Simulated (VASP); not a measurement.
# La (Pm-3m) in VASP: a series of runs

La is run at these levels: LDA; tasks: relaxation of cell and atoms.

Everything below comes from runs of VASP 6.6.1. Logs are shortened: lines on timing, memory, paths and dates and some standing lists are left out, and cuts for length are marked.

### Step 1. The cell of the first run

It takes space group Pm-3m (No. 221, cubic). The conventional cell has a = 3.450 Å, b = 3.450 Å, c = 3.450 Å, α = 90.00°, β = 90.00°, γ = 90.00°. La (site symmetry m-3m) has 6 La at 3.45 Å within 4.5 Å.

### Step 2. Relaxation of cell and atoms, LDA, target pressure 15 GPa, at which the enthalpy is minimised

The input, INCAR:

```
PREC     = Accurate       # precision mode
ENCUT    = 600            # plane-wave cutoff, eV
EDIFF    = 1E-6           # SCF threshold, eV
ISMEAR   = 1              # smearing method
SIGMA    = 0.05           # smearing width, eV
LREAL    = F              # projectors in reciprocal space
LASPH    = T              # aspherical terms in the spheres
NELM     = 60             # most SCF steps
ALGO     = Normal         # electronic algorithm
ISIF     = 3              # what is computed and relaxed
LWAVE    = F              # write WAVECAR
LCHARG   = F              # write CHGCAR
IBRION   = 2              # ionic algorithm
NSW      = 80             # ionic steps
EDIFFG   = -0.01          # ionic threshold
PSTRESS  = 150.0
```

The input, KPOINTS:

```
regular mesh
0
Gamma
  7 7 7
```

The input, POSCAR:

```
La
1.0
    3.4500000000      0.0000000000      0.0000000000
    0.0000000000      3.4500000000      0.0000000000
    0.0000000000      0.0000000000      3.4500000000
La
1
Direct
    0.0000000000      0.0000000000      0.0000000000
```

Potentials or basis: VASP PAW LDA potentials, release 64 (La).

Started as:

```
$ cat potpaw_LDA.64/La/POTCAR > POTCAR
$ mpirun -np 1 vasp_std > vasp.out
```

OUTCAR:

```text
PREC = Accurate
   ENCUT = 600
   EDIFF = 1E-6
   ISMEAR = 1
   LREAL = F
   LASPH = T
   NELM = 60
   ISIF = 3
   IBRION = 2
   NSW = 80
   EDIFFG = -0.01
   PSTRESS = 150.0

 ion  position               nearest neighbor table
   1  0.000  0.000  0.000-

  LATTYP: Found a simple cubic cell.
 ALAT       =     3.4500000000

  Lattice vectors:

 A1 = (   3.4500000000,   0.0000000000,   0.0000000000)
 A2 = (   0.0000000000,   3.4500000000,   0.0000000000)
 A3 = (   0.0000000000,   0.0000000000,   3.4500000000)

Analysis of symmetry for initial positions (statically):
=====================================================================
 Subroutine PRICEL returns:
 Original cell was already a primitive cell.

 Routine SETGRP: Setting up the symmetry group for a
 simple cubic supercell.

 Subroutine GETGRP returns: Found 48 space group operations
 (whereof 48 operations were pure point group operations)
 out of a pool of 48 trial point group operations.

The static configuration has the point symmetry O_h .

Analysis of symmetry for dynamics (positions and initial velocities):
=====================================================================
 Subroutine PRICEL returns:
 Original cell was already a primitive cell.

 Routine SETGRP: Setting up the symmetry group for a
 simple cubic supercell.

 Subroutine GETGRP returns: Found 48 space group operations
 (whereof 48 operations were pure point group operations)
 out of a pool of 48 trial point group operations.

The dynamic configuration has the point symmetry O_h .

 Subroutine INISYM returns: Found 48 space group operations
 (whereof 48 operations are pure point group operations),
 and found     1 'primitive' translations

----------------------------------------------------------------------------------------

                                     Primitive cell

  volume of cell :      41.0636

  direct lattice vectors                    reciprocal lattice vectors
     3.450000000  0.000000000  0.000000000     0.289855072  0.000000000  0.000000000
     0.000000000  3.450000000  0.000000000     0.000000000  0.289855072  0.000000000
     0.000000000  0.000000000  3.450000000     0.000000000  0.000000000  0.289855072

  length of vectors
     3.450000000  3.450000000  3.450000000     0.289855072  0.289855072  0.289855072

  position of ions in fractional coordinates (direct lattice)
     0.000000000  0.000000000  0.000000000

  ion indices of the primitive-cell ions
   primitive index   ion index
                 1           1

----------------------------------------------------------------------------------------

 KPOINTS: regular mesh

Automatic generation of k-mesh.
 Grid dimensions read from file:
 generate k-points for:    7    7    7

 Generating k-lattice:

  Cartesian coordinates                     Fractional coordinates (reciprocal lattice)
     0.041407867  0.000000000  0.000000000     0.142857143  0.000000000  0.000000000
     0.000000000  0.041407867  0.000000000     0.000000000  0.142857143  0.000000000
     0.000000000  0.000000000  0.041407867     0.000000000  0.000000000  0.142857143

  Length of vectors
     0.041407867  0.041407867  0.041407867

  Shift w.r.t. Gamma in fractional coordinates (k-lattice)
     0.000000000  0.000000000  0.000000000

 Subroutine IBZKPT returns following result:
 ===========================================

 Found     20 irreducible k-points:

 Following reciprocal coordinates:
            Coordinates               Weight
  0.000000  0.000000  0.000000      1.000000
  0.142857  0.000000  0.000000      6.000000
  0.285714  0.000000  0.000000      6.000000
  0.428571  0.000000  0.000000      6.000000
  0.142857  0.142857  0.000000     12.000000
  0.285714  0.142857  0.000000     24.000000
[... 12 lines left out ...]
  0.428571  0.428571  0.285714     24.000000
  0.428571  0.428571  0.428571      8.000000
   k-points           NKPTS =     20   k-points in BZ     NKDIM =     20   number of bands    NBANDS=      9
   number of dos      NEDOS =    301   number of ions     NIONS =      1
   total plane-waves  NPLWV =  21952
   dimension x,y,z NGX =    28 NGY =   28 NGZ =   28
   dimension x,y,z NGXF=    56 NGYF=   56 NGZF=   56
   ions per type =               1
   NGX,Y,Z   is equivalent  to a cutoff of  13.49, 13.49, 13.49 a.u.
   NGXF,Y,Z  is equivalent  to a cutoff of  26.98, 26.98, 26.98 a.u.
 SYSTEM =  unknown system
   PREC   = accura    normal or accurate (medium, high low for compatibility)
   ISTART =      0    job   : 0-new  1-cont  2-samecut
   ICHARG =      2    charge: 1-file 2-atom 10-const
   ISPIN  =      1    spin polarized calculation?
   LNONCOLLINEAR =      F non collinear calculations
   LSORBIT =      F    spin-orbit coupling
   LASPH  =      T    aspherical Exc in radial PAW
   ENCUT  =  600.0 eV  44.10 Ry    6.64 a.u.   6.89  6.89  6.89*2*pi/ulx,y,z
   NELM   =     60;   NELMIN=  2; NELMDL= -5     # of ELM steps
   EDIFF  = 0.1E-05   stopping-criterion for ELM
   LREAL  =      F    real-space projection
   EDIFFG = -.1E-01   stopping-criterion for IOM
   NSW    =     80    number of steps for IOM
   IBRION =      2    ionic relax: 0-MD 1-quasi-New 2-CG
   NFREE  =      1    steps in history (QN), initial steepest desc. (CG)
   ISIF   =      3    stress and relaxation
   ISYM   =      2    0-nonsym 1-usesym 2-fastsym
   POTIM  = 0.5000    time-step for ionic-motion
   TEBEG  =    0.0;   TEEND  =   0.0 temperature during run
   PSTRESS=  150.0 pullay stress
   NELECT =      11.0000    total number of electrons
   NUPDOWN=      -1.0000    fix difference up-down
   EMIN   =  10.00;   EMAX   =-10.00  energy-range for DOS
   EFERMI =   0.00;   METHOD = LEGACY
   ISMEAR =     1;   SIGMA  =   0.05  broadening in eV -4-tet -1-fermi 0-gaus
   EFERMI_NEDOS =   21; number of points for ismear=-14 and -15
   IALGO  =     38    algorithm
   IMIX   =      4    mixing-type and parameters
     AMIX     =   0.40;   BMIX     =  1.00
     AMIX_MAG =   1.60;   BMIX_MAG =  1.00
  volume/ion in A,a.u.               =      41.06       277.11
  Fermi-wavevector in a.u.,A,eV,Ry     =   1.055326  1.994277 15.152984  1.113713
  Thomas-Fermi vector in A             =   2.190520
   LORBIT       =      0    0 simple, 1 ext, 2 COOP (PROOUT), +10 PAW based schemes
   GGA     = CA    functional components
   LHFCALC =     F    Hartree Fock is set to
   AEXX    =    0.0000 exact exchange contribution
   IVDW    =     0    specifies the selected vdW correction
   LEPSILON=     F    determine dielectric tensor
   LRPA    =     F    only Hartree local field effects (RPA)
 conjugate gradient relaxation of ions
 non-spin polarized calculation
 Methfessel and Paxton  Order N= 1 SIGMA  =   0.05
  energy-cutoff  :      600.00
  volume of cell :       41.06
 maximum number of plane-waves:      1386
 NGX is ok and might be reduce to    28
   NGX = 13   NGY = 13   NGZ = 13

--------------------------------------- Ionic step        1  -------------------------------------------

 number of electron      11.0000001 magnetization

 Free energy of the ion-electron system (eV)
  ---------------------------------------------------
  ext. energy  EPLUGINS =         0.00000000
  ---------------------------------------------------
  free energy    TOTEN  =        -4.93405283 eV

  energy without entropy =       -4.93303705  energy(sigma->0) =       -4.93371423

 E-fermi :   6.5640     XC(G=0):  -9.2989

 val. band max:        6.5588159099   @ k =   0.4286   0.2857   0.2857
 cond. band min:       6.6394327495   @ k =   0.4286   0.4286   0.2857
 fundamental gap:      0.0806168396
 Fermi energy:         6.5639910756

 k-point     1 :       0.0000    0.0000    0.0000
  band No.  band energies     occupation
      1     -26.4412      2.00000
      2      -9.4023      2.00000
      3      -9.4023      2.00000
      4      -9.4023      2.00000
      5       3.6816      2.00000
      6       5.6487      2.00000
      7       5.6487      2.00000
      8       8.1007      0.00000
      9       8.1010      0.00000

 k-point     2 :       0.1429    0.0000    0.0000
  band No.  band energies     occupation
      1     -26.4112      2.00000
      2      -9.7113      2.00000
      3      -9.3755      2.00000
      4      -9.3755      2.00000
      5       4.0786      2.00000
      6       5.7586      2.00000
      7       6.1778      2.00000
      8       8.0558      0.00000
      9       8.1214      0.00000

 k-point     3 :       0.2857    0.0000    0.0000
  band No.  band energies     occupation
      1     -26.3426      2.00000
      2     -10.3420      2.00000
      3      -9.3144      2.00000
      4      -9.3144      2.00000
      5       4.8555      2.00000
      6       6.0407      2.00000
      7       7.5528     -0.00000
      8       7.9234      0.00000
      9       7.9765      0.00000
[... 326 lines left out ...]
 VOLUME and BASIS-vectors are now :
 -----------------------------------------------------------------------------
  energy-cutoff  :      600.00
  volume of cell :       24.80
      direct lattice vectors                 reciprocal lattice vectors
     2.916041669 -0.000000000  0.000000000     0.342930628  0.000000000  0.000000000
    -0.000000000  2.916041669  0.000000000     0.000000000  0.342930628  0.000000000
    -0.000000000  0.000000000  2.916041669    -0.000000000 -0.000000000  0.342930628

 POSITION                                       TOTAL-FORCE (eV/Angst)
 -----------------------------------------------------------------------------------
      0.00000      0.00000      0.00000        -0.000000      0.000000      0.000000
 -----------------------------------------------------------------------------------
    total drift:                                0.000000      0.000000      0.000000

  FREE ENERGIE OF THE ION-ELECTRON SYSTEM (eV)
  ---------------------------------------------------
  free  energy   TOTEN  =        -4.8808875374 eV

  energy  without entropy=       -4.8803614024  energy(sigma->0) =       -4.88071216

  enthalpy is  TOTEN    =        -2.5594240722 eV   P V=        2.3214634652

--------------------------------------- Ionic step        5  -------------------------------------------

 number of electron      10.9999999 magnetization

 Free energy of the ion-electron system (eV)
  ---------------------------------------------------
  ext. energy  EPLUGINS =         0.00000000
  ---------------------------------------------------
  free energy    TOTEN  =        -4.85050736 eV

  energy without entropy =       -4.85066150  energy(sigma->0) =       -4.85055874

 E-fermi :  12.3533     XC(G=0): -11.5050

 val. band max:       12.3372961552   @ k =   0.1429   0.1429   0.1429
 cond. band min:      12.3894085790   @ k =   0.1429   0.1429   0.1429
 fundamental gap:      0.0521124238
 Fermi energy:        12.3532697526

 k-point     1 :       0.0000    0.0000    0.0000
  band No.  band energies     occupation
      1     -20.9670      2.00000
      2      -1.8973      2.00000
      3      -1.8973      2.00000
      4      -1.8973      2.00000
      5      10.3484      2.00000
      6      10.3875      2.00000
      7      10.3875      2.00000
      8      14.9003      0.00000
      9      14.9003      0.00000

 k-point     2 :       0.1429    0.0000    0.0000
  band No.  band energies     occupation
      1     -20.8227      2.00000
      2      -3.0681      2.00000
      3      -1.7893      2.00000
      4      -1.7893      2.00000
      5      10.5725      2.00000
      6      10.6177      2.00000
      7      12.1220      2.00000
      8      14.7610      0.00000
      9      14.9474      0.00000

 k-point     3 :       0.2857    0.0000    0.0000
  band No.  band energies     occupation
      1     -20.4723      2.00000
      2      -5.1350      2.00000
      3      -1.5359      2.00000
      4      -1.5359      2.00000
      5      11.0682      2.00000
      6      11.3537      2.00000
      7      14.3636      0.00000
      8      14.6169      0.00000
      9      15.0788      0.00000
[... 215 lines left out ...]
 VOLUME and BASIS-vectors are now :
 -----------------------------------------------------------------------------
  energy-cutoff  :      600.00
  volume of cell :       24.46
      direct lattice vectors                 reciprocal lattice vectors
     2.902766954 -0.000000000  0.000000000     0.344498892  0.000000000  0.000000000
    -0.000000000  2.902766954  0.000000000     0.000000000  0.344498892  0.000000000
    -0.000000000  0.000000000  2.902766954    -0.000000000 -0.000000000  0.344498892

 POSITION                                       TOTAL-FORCE (eV/Angst)
 -----------------------------------------------------------------------------------
      0.00000      0.00000      0.00000        -0.000000      0.000000      0.000000
 -----------------------------------------------------------------------------------
    total drift:                                0.000000      0.000000      0.000000

  FREE ENERGIE OF THE ION-ELECTRON SYSTEM (eV)
  ---------------------------------------------------
  free  energy   TOTEN  =        -4.8505073568 eV

  energy  without entropy=       -4.8506615033  energy(sigma->0) =       -4.85055874

  enthalpy is  TOTEN    =        -2.5606038210 eV   P V=        2.2899035358

 reached required accuracy - stopping structural energy minimisation
```

Wall time 37 s (1 thread of Intel Xeon 6975P-C, shared host); peak memory 0.17 GiB.

What came out:

```
Free energy                                            : -4.8505 eV
Relaxed volume                                         : 24.46 Å³/atom
Relaxed cell                                           : a = 2.903 Å, b = 2.903 Å, c = 2.903 Å, α = 90.00°, β = 90.00°, γ = 90.00°
Space group after relaxing (to 0.05 Å)                 : Pm-3m (No. 221)
Energy change on relaxing (the enthalpy is what falls) : +83.5 meV/atom
Ionic steps                                            : 5
Pressure after relaxing                                : 14.9 GPa
```

Step by step:
```tsv
step	energy change (eV)	largest force (eV/Å)	pressure (GPa)	volume (Å³)
1	0.0000	0.0000	-4.76	41.06
2	1.6481	0.0000	79.01	17.72
3	0.0279	0.0000	13.32	25.09
4	0.0532	0.0000	14.08	24.80
5	0.0835	0.0000	14.95	24.46
```

Final structure:
```xyz
1
Lattice="2.9028 0.0000 0.0000 0.0000 2.9028 0.0000 0.0000 0.0000 2.9028" Properties=species:S:1:pos:R:3 pbc="T T T"
La    0.0000    0.0000    0.0000
```

Levels at points of the mesh, in eV from the Fermi level:
```
           k point  band 2  band 3  band 4  band 5  band 6  band 7  band 8  band 9
(0.00, 0.00, 0.00)  -14.25  -14.25  -14.25   -2.00   -1.97   -1.97    2.55    2.55
```

Caveat: the cell is relaxed towards a set pressure, so the enthalpy falls and the energy may rise; the volume moved by over 15 % at a fixed basis, so the end points are rough; spin-orbit coupling is left out, which moves the levels of the heavy elements.

### Step 3. Relaxation of cell and atoms, LDA, target pressure 30 GPa, at which the enthalpy is minimised

The input, INCAR:

```
SYSTEM = La
  PREC = Accurate
  ENCUT = 600
  EDIFF = 1E-6
  ISMEAR = 1
  SIGMA = 0.05
  LREAL = .FALSE.
  LASPH = .TRUE.
  NELM = 100
  ALGO = Normal
  ISIF = 3
  LWAVE = .FALSE.
  LCHARG = .FALSE.
  IBRION = 2
  NSW = 80
  EDIFFG = -0.01
  PSTRESS = 300.0
```

The input, KPOINTS:

```
regular mesh
0
G
  7 7 7
  0 0 0
```

POSCAR is that of step 2.

Potentials or basis: VASP PAW LDA potentials, release 64 (La).

Started as:

```
$ cat potpaw_LDA.64/La/POTCAR > POTCAR
$ mpirun -np 1 vasp_std > vasp.out
```

It took 58 s on 1 thread of Intel Xeon 6975P-C, shared host; peak memory 0.22 GiB.

Results (log left out):

| Quantity | Value |
| --- | --- |
| Free energy | -4.4561 eV |
| Relaxed volume | 21.44 Å³/atom |
| Relaxed cell | a = 2.778 Å, b = 2.778 Å, c = 2.778 Å, α = 90.00°, β = 90.00°, γ = 90.00° |
| Space group after relaxing (to 0.05 Å) | Pm-3m (No. 221) |
| Energy change on relaxing (the enthalpy is what falls) | +477.9 meV/atom |
| Ionic steps | 10 |
| Pressure after relaxing | 30.0 GPa |

Step by step:
```csv
step,energy change (eV),largest force (eV/Å),pressure (GPa),volume (Å³)
1,0.0000,0.0000,-4.76,41.06
2,30.0162,0.0000,1441.09,7.61
3,-0.1512,0.0000,-3.27,35.16
4,-0.1949,0.0000,0.24,31.18
5,0.9416,0.0000,48.58,19.54
6,0.3130,0.0000,22.80,22.45
7,0.4625,0.0000,29.29,21.52
8,0.5217,0.0000,32.16,21.22
9,0.3801,0.0000,25.65,22.01
10,0.4779,0.0000,30.04,21.44
```

Final structure:
```
CELL_PARAMETERS angstrom
2.77810 0.00000 0.00000
0.00000 2.77810 0.00000
0.00000 0.00000 2.77810
ATOMIC_POSITIONS crystal
La 0.00000 0.00000 0.00000
```

Levels at points of the mesh, in eV from the Fermi level:
| k point | band 3 | band 4 | band 5 | band 6 | band 7 | band 8 | band 9 |
| --- | --- | --- | --- | --- | --- | --- | --- |
| (0.00, 0.00, 0.00) | -13.84 | -13.84 | -2.45 | -2.45 | -1.61 | 2.67 | 2.67 |

Caveat: the cell is relaxed towards a set pressure, so the enthalpy falls and the energy may rise; the volume moved by over 15 % at a fixed basis, so the end points are rough; spin-orbit coupling is left out, which moves the levels of the heavy elements.
